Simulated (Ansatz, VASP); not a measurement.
# One calculation of Na, two programs

```
CELL_PARAMETERS angstrom
3.19665 -1.85655 0.00000
3.19665 1.85655 0.00000
-2.17445 0.00000 9.36485
ATOMIC_POSITIONS crystal
Na 0.00000 0.00000 0.00000
Na 0.22242 0.22242 0.66668
Na 0.77758 0.77758 0.33332
```

Alike in both runs: task single point; functional PBEsol; k mesh 12 × 12 × 4; occupations gaussian, width 0.05 eV; no spin polarisation.

```csv
,VASP,Ansatz
version,VASP 6.6.1,Ansatz 0.2.0
potentials or method,"VASP PAW PBE potentials, release 64 (Na_pv), cutoff 520 eV","scalar-relativistic, plane waves, PAW"
valence electrons in the cell,21,27
```

```tsv
	VASP	Ansatz	Ansatz less VASP
pressure (GPa)	-0.1	-0.1	+0.01
traceless stress, the component that is largest in VASP (GPa)	-0.40	-0.40	+0.001
```

VASP's potentials were made for PBE, not for PBEsol. VASP's potentials hold 21 valence electrons a cell and Ansatz's 27, so a difference there can come from the potentials and not from the codes.
